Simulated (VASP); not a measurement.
# Tl (P6/mmm) in VASP: relaxation of cell and atoms with BLYP

Aim: the relaxation of cell and atoms of Tl with BLYP.

Everything below comes from runs of VASP 6.6.1. Logs are shortened: lines on timing, memory, paths and dates and some standing lists are left out, and cuts for length are marked.

## (1) The cell of the first run

Symmetry: P6/mmm, No. 191, hexagonal system. Conventional cell: a = 5.411 Å, b = 5.411 Å, c = 3.317 Å, α = 90.00°, β = 90.00°, γ = 120.00°. Tl (site symmetry 6/mmm) has 14 Tl at 3.32 to 3.54 Å within 4.4 Å. Tl (site symmetry -6m2) has 11 Tl at 3.12 to 3.54 Å within 4.1 Å.

This isn't the form of Tl at room conditions, which is hcp.

## (2) Relaxation of cell and atoms, BLYP

File INCAR:

```
SYSTEM = Tl
PREC = Accurate
ENCUT = 600
EDIFF = 1E-7
ISMEAR = -1
SIGMA = 0.1
LREAL = .False.
LASPH = .True.
NELM = 100
ALGO = Normal
ISIF = 3
LWAVE = .False.
LCHARG = .False.
GGA = B5
ALDAX = 1.0
AGGAX = 1.0
AGGAC = 1.0
ALDAC = 0.0
IBRION = 2
NSW = 80
EDIFFG = -0.01
```

File KPOINTS:

```
regular mesh
0
Gamma
  7 7 10
  0 0 0
```

File POSCAR:

```
Tl
1.0
    5.4111348334      0.0000000000      0.0000000000
   -2.7055674167      4.6861802290      0.0000000000
    0.0000000000      0.0000000000      3.3170256529
Tl
3
Direct
    0.0000000000      0.0000000000      0.0000000000
    0.3333333333      0.6666666667      0.5000000000
    0.6666666667      0.3333333333      0.5000000000
```

Potentials or basis: VASP PAW PBE potentials, release 64 (Tl_d).

Started as:

```
$ cat potpaw_PBE.64/Tl_d/POTCAR > POTCAR
$ mpirun -np 1 vasp_std > vasp.out
```

OUTCAR:

```text
SYSTEM = Tl
   PREC = Accurate
   ENCUT = 600
   EDIFF = 1E-7
   ISMEAR = -1
   LREAL = .False.
   LASPH = .True.
   NELM = 100
   ISIF = 3
   GGA = B5
   IBRION = 2
   NSW = 80
   EDIFFG = -0.01

 ion  position               nearest neighbor table
   1  0.000  0.000  0.000-   2 3.54   3 3.54   2 3.54   3 3.54   2 3.54   2 3.54   3 3.54   3 3.54
                             3 3.54   3 3.54   2 3.54   2 3.54
   2  0.333  0.667  0.500-   3 3.12   3 3.12   3 3.12   1 3.54   1 3.54   1 3.54   1 3.54   1 3.54
                             1 3.54
   3  0.667  0.333  0.500-   2 3.12   2 3.12   2 3.12   1 3.54   1 3.54   1 3.54   1 3.54   1 3.54
                             1 3.54

  LATTYP: Found a hexagonal cell.
 ALAT       =     5.4111348334
 C/A-ratio  =     0.6130000000

  Lattice vectors:

 A1 = (   5.4111348334,   0.0000000000,   0.0000000000)
 A2 = (  -2.7055674167,   4.6861802290,   0.0000000000)
 A3 = (   0.0000000000,   0.0000000000,   3.3170256529)

Analysis of symmetry for initial positions (statically):
=====================================================================
 Subroutine PRICEL returns:
 Original cell was already a primitive cell.

 Routine SETGRP: Setting up the symmetry group for a
 hexagonal supercell.

 Subroutine GETGRP returns: Found 24 space group operations
 (whereof 24 operations were pure point group operations)
 out of a pool of 24 trial point group operations.

The static configuration has the point symmetry D_6h.

Analysis of symmetry for dynamics (positions and initial velocities):
=====================================================================
 Subroutine PRICEL returns:
 Original cell was already a primitive cell.

 Routine SETGRP: Setting up the symmetry group for a
 hexagonal supercell.

 Subroutine GETGRP returns: Found 24 space group operations
 (whereof 24 operations were pure point group operations)
 out of a pool of 24 trial point group operations.

The dynamic configuration has the point symmetry D_6h.

 Subroutine INISYM returns: Found 24 space group operations
 (whereof 24 operations are pure point group operations),
 and found     1 'primitive' translations

----------------------------------------------------------------------------------------

                                     Primitive cell

  volume of cell :      84.1117

  direct lattice vectors                    reciprocal lattice vectors
     5.411134833  0.000000000  0.000000000     0.184804118  0.106696707  0.000000000
    -2.705567417  4.686180229  0.000000000     0.000000000  0.213393414  0.000000000
     0.000000000  0.000000000  3.317025653     0.000000000  0.000000000  0.301474907

  length of vectors
     5.411134833  5.411134833  3.317025653     0.213393414  0.213393414  0.301474907

  position of ions in fractional coordinates (direct lattice)
     0.000000000  0.000000000  0.000000000
     0.333333333  0.666666667  0.500000000
     0.666666667  0.333333333  0.500000000

  ion indices of the primitive-cell ions
   primitive index   ion index
                 1           1
                 2           2
                 3           3

----------------------------------------------------------------------------------------

 KPOINTS: regular mesh

Automatic generation of k-mesh.
 Grid dimensions read from file:
 generate k-points for:    7    7   10

 Generating k-lattice:

  Cartesian coordinates                     Fractional coordinates (reciprocal lattice)
     0.026400588  0.015242387  0.000000000     0.142857143  0.000000000  0.000000000
     0.000000000  0.030484773  0.000000000     0.000000000  0.142857143  0.000000000
     0.000000000  0.000000000  0.030147491     0.000000000  0.000000000  0.100000000

  Length of vectors
     0.030484773  0.030484773  0.030147491

  Shift w.r.t. Gamma in fractional coordinates (k-lattice)
     0.000000000  0.000000000  0.000000000

 Subroutine IBZKPT returns following result:
 ===========================================

 Found     48 irreducible k-points:

 Following reciprocal coordinates:
            Coordinates               Weight
  0.000000  0.000000  0.000000      1.000000
  0.142857  0.000000  0.000000      6.000000
  0.285714 -0.000000  0.000000      6.000000
  0.428571  0.000000  0.000000      6.000000
  0.142857  0.142857  0.000000      6.000000
  0.285714  0.142857  0.000000     12.000000
[... 16 lines left out ...]
  0.428571  0.142857  0.200000     12.000000
  0.285714  0.285714  0.200000     12.000000
 [... further k-points ...]
   k-points           NKPTS =     48   k-points in BZ     NKDIM =     48   number of bands    NBANDS=     23
   number of dos      NEDOS =    301   number of ions     NIONS =      3
   total plane-waves  NPLWV =  64512
   dimension x,y,z NGX =    48 NGY =   48 NGZ =   28
   dimension x,y,z NGXF=    96 NGYF=   96 NGZF=   56
   ions per type =               3
   NGX,Y,Z   is equivalent  to a cutoff of  14.75, 14.75, 14.03 a.u.
   NGXF,Y,Z  is equivalent  to a cutoff of  29.49, 29.49, 28.07 a.u.
 SYSTEM =  Tl
   PREC   = accura    normal or accurate (medium, high low for compatibility)
   ISTART =      0    job   : 0-new  1-cont  2-samecut
   ICHARG =      2    charge: 1-file 2-atom 10-const
   ISPIN  =      1    spin polarized calculation?
   LNONCOLLINEAR =      F non collinear calculations
   LSORBIT =      F    spin-orbit coupling
   LASPH  =      T    aspherical Exc in radial PAW
   ENCUT  =  600.0 eV  44.10 Ry    6.64 a.u.  10.81 10.81  6.62*2*pi/ulx,y,z
   NELM   =    100;   NELMIN=  2; NELMDL= -5     # of ELM steps
   EDIFF  = 0.1E-06   stopping-criterion for ELM
   LREAL  =      F    real-space projection
   EDIFFG = -.1E-01   stopping-criterion for IOM
   NSW    =     80    number of steps for IOM
   IBRION =      2    ionic relax: 0-MD 1-quasi-New 2-CG
   NFREE  =      1    steps in history (QN), initial steepest desc. (CG)
   ISIF   =      3    stress and relaxation
   ISYM   =      2    0-nonsym 1-usesym 2-fastsym
   POTIM  = 0.5000    time-step for ionic-motion
   TEBEG  =    0.0;   TEEND  =   0.0 temperature during run
   PSTRESS=    0.0 pullay stress
   NELECT =      39.0000    total number of electrons
   NUPDOWN=      -1.0000    fix difference up-down
   EMIN   =  10.00;   EMAX   =-10.00  energy-range for DOS
   EFERMI =   0.00;   METHOD = LEGACY
   ISMEAR =    -1;   SIGMA  =   0.10  broadening in eV -4-tet -1-fermi 0-gaus
   EFERMI_NEDOS =   21; number of points for ismear=-14 and -15
   IALGO  =     38    algorithm
   IMIX   =      4    mixing-type and parameters
     AMIX     =   0.40;   BMIX     =  1.00
     AMIX_MAG =   1.60;   BMIX_MAG =  1.00
  volume/ion in A,a.u.               =      28.04       189.20
  Fermi-wavevector in a.u.,A,eV,Ry     =   1.267100  2.394472 21.844739  1.605543
  Thomas-Fermi vector in A             =   2.400266
   LORBIT       =      0    0 simple, 1 ext, 2 COOP (PROOUT), +10 PAW based schemes
   GGA     = B5    functional components
   LHFCALC =     F    Hartree Fock is set to
   AEXX    =    0.0000 exact exchange contribution
   IVDW    =     0    specifies the selected vdW correction
   LEPSILON=     F    determine dielectric tensor
   LRPA    =     F    only Hartree local field effects (RPA)
 conjugate gradient relaxation of ions
 non-spin polarized calculation
  energy-cutoff  :      600.00
  volume of cell :       84.11
 maximum number of plane-waves:      2830
 NGX is ok and might be reduce to    48
   NGX = 21   NGY = 21   NGZ = 13

--------------------------------------- Ionic step        1  -------------------------------------------

 number of electron      39.0000003 magnetization

 Free energy of the ion-electron system (eV)
  ---------------------------------------------------
  ext. energy  EPLUGINS =         0.00000000
  ---------------------------------------------------
  free energy    TOTEN  =        -4.63582204 eV

  energy without entropy =       -4.59609958  energy(sigma->0) =       -4.61596081

 E-fermi :   7.4619     XC(G=0):  -9.7114

 val. band max:        7.4311197410   @ k =   0.0000   0.0000   0.2000
 cond. band min:       7.4623811073   @ k =   0.0000   0.0000   0.5000
 fundamental gap:      0.0312613663
 Fermi energy:         7.4619441416

 k-point     1 :       0.0000    0.0000    0.0000
  band No.  band energies     occupation
      1      -4.8392      2.00000
      2      -4.4578      2.00000
      3      -4.4330      2.00000
      4      -4.4280      2.00000
      5      -4.4280      2.00000
      6      -4.2147      2.00000
[... 15 lines left out ...]
     22       7.0301      1.97372
     23      12.0760      0.00000
[... 575 lines left out ...]
      1      -4.7368      2.00000
      2      -4.5916      2.00000
      3      -4.5793      2.00000
      4      -4.4375      2.00000
      5      -4.3406      2.00000
      6      -4.3072      2.00000
[... 15 lines left out ...]
     22      10.5421      0.00000
     23      11.2343      0.00000

 [... further k-points ...]

------------------------ aborting loop because EDIFF is reached ----------------------------------------

  FORCE on cell =-STRESS in cart. coord.  units (eV):
  Direction    XX          YY          ZZ          XY          YZ          ZX
  --------------------------------------------------------------------------------------
  -------------------------------------------------------------------------------------
  Total        4.5011820      4.5011820      4.3621816      0.0000000      0.0000000      0.0000000
  in kB       85.7395073     85.7395073     83.0917974      0.0000000      0.0000000      0.0000000
  external PRESSURE =      84.8569373 kB  Pullay stress =       0.0000000 kB

 VOLUME and BASIS-vectors are now :
 -----------------------------------------------------------------------------
  energy-cutoff  :      600.00
  volume of cell :       84.11
      direct lattice vectors                 reciprocal lattice vectors
     5.411134833  0.000000000  0.000000000     0.184804118  0.106696707  0.000000000
    -2.705567417  4.686180229  0.000000000     0.000000000  0.213393414  0.000000000
     0.000000000  0.000000000  3.317025653     0.000000000  0.000000000  0.301474907
[... 260 lines left out ...]
 POSITION                                       TOTAL-FORCE (eV/Angst)
 -----------------------------------------------------------------------------------
      0.00000      0.00000      0.00000        -0.000000     -0.000000      0.000000
     -0.00000      3.40446      1.78648        -0.000000     -0.000000      0.000000
      2.94835      1.70223      1.78648         0.000000      0.000000     -0.000000
 -----------------------------------------------------------------------------------
    total drift:                               -0.000000      0.000000     -0.000000

  FREE ENERGIE OF THE ION-ELECTRON SYSTEM (eV)
  ---------------------------------------------------
  free  energy   TOTEN  =        -5.1195322088 eV

  energy  without entropy=       -5.0537705703  energy(sigma->0) =       -5.08665139

--------------------------------------- Ionic step        9  -------------------------------------------

 number of electron      38.9999999 magnetization

 Free energy of the ion-electron system (eV)
  ---------------------------------------------------
  ext. energy  EPLUGINS =         0.00000000
  ---------------------------------------------------
  free energy    TOTEN  =        -5.11959977 eV

  energy without entropy =       -5.05361299  energy(sigma->0) =       -5.08660638

 E-fermi :   5.0488     XC(G=0):  -8.5541

 val. band max:        5.0380468327   @ k =   0.4286   0.0000   0.3000
 cond. band min:       5.0628589251   @ k =   0.0000   0.0000   0.3000
 fundamental gap:      0.0248120924
 Fermi energy:         5.0487582557

 k-point     1 :       0.0000    0.0000    0.0000
  band No.  band energies     occupation
      1      -6.7711      2.00000
      2      -6.5689      2.00000
      3      -6.5529      2.00000
      4      -6.5417      2.00000
      5      -6.5417      2.00000
      6      -6.4297      2.00000
[... 15 lines left out ...]
     22       4.8906      1.65899
     23       9.1950      0.00000
[... 575 lines left out ...]
      1      -6.6909      2.00000
      2      -6.6258      2.00000
      3      -6.6230      2.00000
      4      -6.5370      2.00000
      5      -6.4844      2.00000
      6      -6.4680      2.00000
[... 15 lines left out ...]
     22       7.7169      0.00000
     23       8.2328      0.00000

 [... further k-points ...]

------------------------ aborting loop because EDIFF is reached ----------------------------------------

  FORCE on cell =-STRESS in cart. coord.  units (eV):
  Direction    XX          YY          ZZ          XY          YZ          ZX
  --------------------------------------------------------------------------------------
  -------------------------------------------------------------------------------------
  Total        0.0118131      0.0118131      0.0030334      0.0000000      0.0000000      0.0000000
  in kB        0.1754789      0.1754789      0.0450593      0.0000000      0.0000000      0.0000000
  external PRESSURE =       0.1320057 kB  Pullay stress =       0.0000000 kB

 VOLUME and BASIS-vectors are now :
 -----------------------------------------------------------------------------
  energy-cutoff  :      600.00
  volume of cell :      107.86
      direct lattice vectors                 reciprocal lattice vectors
     5.901744393 -0.000000000 -0.000000000     0.169441428  0.097827054  0.000000000
    -2.950872196  5.111060571 -0.000000000     0.000000000  0.195654109  0.000000000
    -0.000000000 -0.000000000  3.575688322     0.000000000  0.000000000  0.279666433

 POSITION                                       TOTAL-FORCE (eV/Angst)
 -----------------------------------------------------------------------------------
      0.00000      0.00000      0.00000        -0.000000     -0.000000     -0.000000
     -0.00000      3.40737      1.78784         0.000000     -0.000000     -0.000000
      2.95087      1.70369      1.78784        -0.000000      0.000000      0.000000
 -----------------------------------------------------------------------------------
    total drift:                               -0.000000      0.000000     -0.000000

  FREE ENERGIE OF THE ION-ELECTRON SYSTEM (eV)
  ---------------------------------------------------
  free  energy   TOTEN  =        -5.1195997724 eV

  energy  without entropy=       -5.0536129898  energy(sigma->0) =       -5.08660638

 reached required accuracy - stopping structural energy minimisation
```

Run time: 7.8 min. Hardware: 1 thread of Intel Xeon Platinum 8559C (Emerald Rapids), shared host; peak memory 0.3 GiB.

Results:

- Free energy: -5.1196 eV
- Relaxed volume: 35.95 Å³/atom
- Relaxed cell: a = 5.902 Å, b = 5.902 Å, c = 3.576 Å, α = 90.00°, β = 90.00°, γ = 120.00°
- Space group after relaxing (to 0.1 Å): P6/mmm (No. 191)
- Energy gained by relaxing: 161.3 meV/atom
- Ionic steps: 9
- Pressure after relaxing: 0.0 GPa
- Band gap on the k mesh: zero (an odd number of electrons rules out a gap without spin polarisation)

Step by step:
| step | energy change (eV) | largest force (eV/Å) | pressure (GPa) | volume (Å³) |
| --- | --- | --- | --- | --- |
| 1 | 0.0000 | 0.0000 | 8.49 | 84.11 |
| 2 | -0.4728 | 0.0000 | 0.81 | 103.51 |
| 3 | -0.4814 | 0.0000 | -0.33 | 110.14 |
| 4 | -0.4836 | 0.0000 | -0.03 | 108.11 |
| 5 | -0.4835 | 0.0000 | 0.06 | 107.59 |
| 6 | -0.4836 | 0.0000 | 0.06 | 107.59 |
| 7 | -0.4836 | 0.0000 | 0.06 | 107.59 |
| 8 | -0.4837 | 0.0000 | 0.06 | 107.59 |
| 9 | -0.4838 | 0.0000 | 0.01 | 107.86 |

Final structure:
```
CELL_PARAMETERS angstrom
5.90174 0.00000 0.00000
-2.95087 5.11106 0.00000
0.00000 0.00000 3.57569
ATOMIC_POSITIONS crystal
Tl 0.00000 0.00000 0.00000
Tl 0.33333 0.66667 0.50000
Tl 0.66667 0.33333 0.50000
```

Caveat: the volume moved by over 15 % at a fixed basis, so the end points are rough; the PAW data sets were made with another functional, which shifts forces and pressure a little; spin-orbit coupling is left out, which moves the levels of the heavy elements.

The gap in the log of VASP goes by the Fermi energy; the results here count the filled bands.